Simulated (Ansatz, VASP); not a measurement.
Given: the input of a run of Ansatz 0.2.0 on FeO.

Contents of input.yaml:

```yaml
crystal:
  lattice:
    - [1.4982937792, 0.8650403168, 2.4855247686]
    - [-1.4982937792, 0.8650403168, 2.4855247686]
    - [0.0, -1.7300806335, 2.4855247686]
  atoms:
    - { symbol: Fe, position: [0.0, 0.0, 0.0], spin: 3.0 }
    - { symbol: O, position: [0.5, 0.5, 0.5] }
hamiltonian:
  xc: lda
  pseudopotentials: { kind: paw }
magnetization:
  spin_polarized: true
kpoints:
  mp_grid: { grid: [11, 11, 11] }
scf:
  occupations: { method: fermi_dirac, width: 0.05 }
output:
  forces: true
  stress: true
  eigenvalues: true
```

Potentials or basis: Ansatz PAW.

Launch:

```sh
$ ansatz run input.yaml --threads 2 --pin off --max-ram 5632MiB --backend cpu --events-out ev --progress --plain --runs-dir out
```

**Question.** Set up the same calculation for VASP 6.6.1. Potentials there: VASP PAW LDA potentials, release 64 (Fe, O).

**Answer.** As run (the cutoff follows the program's own potentials):

INCAR

```
SYSTEM = FeO
ALGO = Normal
EDIFF = 1E-6
ENCUT = 520
ISIF = 2
ISMEAR = -1
ISPIN = 2
LASPH = .True.
LCHARG = .False.
LMAXMIX = 4
LORBIT = 11
LREAL = .False.
LWAVE = .False.
MAGMOM = 3 0
NBANDS = 18
NELM = 150
PREC = Accurate
SIGMA = 0.05
```

File KPOINTS:

```
k-points
0
Gamma
  11 11 11
  0 0 0
```

The input POSCAR:

```
FeO
1.0
    1.4982937792      0.8650403168      2.4855247686
   -1.4982937792      0.8650403168      2.4855247686
    0.0000000000     -1.7300806335      2.4855247686
Fe O
1 1
Direct
    0.0000000000      0.0000000000      0.0000000000
    0.5000000000      0.5000000000      0.5000000000
```

Potentials or basis: VASP PAW LDA potentials, release 64 (Fe, O).

Run with:

```bash
$ cat potpaw_LDA.64/Fe/POTCAR potpaw_LDA.64/O/POTCAR > POTCAR
$ mpirun -np 1 vasp_std > vasp.out
```

Both were run:

|  | VASP | Ansatz | Ansatz less VASP |
| --- | --- | --- | --- |
| gap on the k mesh at the Fermi level (eV) | none | none | - |
| pressure (GPa) | -9.9 | -9.6 | +0.26 |
| traceless stress, the component that is largest in VASP (GPa) | -0.62 | -0.65 | -0.029 |
| net moment per atom (μB) | 1.97 | 2.00 | +0.025 |
| size of the moment on the site where the two differ most (μB) | 3.53 | 3.40 | -0.134 |

LDA's correlation is that of Perdew and Zunger in VASP and of Perdew and Wang (1992) in Ansatz. Site moments also hang on the region over which each program counts them. A gap of «none» marks a metal or a gap that the smearing closes. VASP's potentials hold 14 valence electrons a cell and Ansatz's 22, so a difference there can come from the potentials and not from the codes.
